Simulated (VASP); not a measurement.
Write the native input for VASP 6.6.1 that does the following.

* Task: single point
* Functional: PBEsol
* Potentials or basis: VASP PAW PBE potentials, release 64 (Al, N)
* Cutoff: 520 eV
* k mesh: 10 × 10 × 10
* Occupations: gaussian, width 0.05 eV
* Spin: no spin polarisation
* Dipole correction: no
* Further INCAR settings: ALGO = Normal; EDIFF = 1e-06; NBANDS = 11

The structure of AlN lies in POSCAR:

```
AlN
1.0
    0.0000000000      2.3418626456      2.1120536944
    2.1120536944      0.0000000000      2.1120536944
    2.1120536944      2.3418626456      0.0000000000
Al N
1 1
Direct
   -0.0045066557      0.0045066557      0.0045066557
    0.7586811240      0.7413188760      0.7413188760
```

This cell differs from its parent crystal: mode 4 frozen in at -0.038 Å, strain +e along z and -e/2 along x and y +0.0700.

These files were run (other wordings do the same):

INCAR

```
PREC = Accurate
ENCUT = 520
EDIFF = 1E-6
ISMEAR = 0
SIGMA = 0.05
LREAL = False
LASPH = True
NELM = 80
ALGO = Normal
ISIF = 2
LWAVE = False
LCHARG = False
GGA = PS
NBANDS = 11
```

KPOINTS

```
Automatic mesh
0
Gamma
  10 10 10
```

Potentials or basis: VASP PAW PBE potentials, release 64 (Al, N).

Run with:

```bash
$ cat potpaw_PBE.64/Al/POTCAR potpaw_PBE.64/N/POTCAR > POTCAR
$ mpirun -np 1 vasp_std > vasp.out
```

It gave:

```json
{
  "Pressure": "0.3 GPa",
  "Largest force": "0.742 eV/Å",
  "Band gap on the k mesh": "2.82 eV, indirect (least direct gap 3.81 eV)"
}
```

Caveat: the cell differs from its parent crystal (mode 4 frozen in at -0.038 Å, strain +e along z and -e/2 along x and y +0.0700); the PAW data sets were made with another functional, which shifts forces and pressure a little.

Run time: 16 s on 1 thread of Intel(R) Xeon(R) 6975P-C (Granite Rapids), on a shared host, peak memory 0.18 GiB.
